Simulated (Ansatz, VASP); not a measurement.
# F in VASP and in Ansatz

```
CELL_PARAMETERS angstrom
2.23711 0.00000 0.00000
0.00000 2.23711 0.00000
0.00000 0.00000 2.23711
ATOMIC_POSITIONS crystal
F 0.00000 0.00000 0.00000
```

Change from the starting cell: volume scaled by 1.06.

Alike in both runs: task single point; functional PBE; k mesh 15 × 15 × 15; occupations fermi-dirac, width 0.08 eV; no spin polarisation.

```csv
,VASP,Ansatz
version,VASP 6.6.1,Ansatz 0.2.0
potentials or method,"VASP PAW PBE potentials, release 64 (F), cutoff 520 eV","all-electron LAPW, scalar-relativistic"
```

```csv
,VASP,Ansatz,Ansatz less VASP
pressure (GPa),-3.7,-3.1,+0.64
```

Ansatz ran all-electron here, and VASP with PAW potentials.
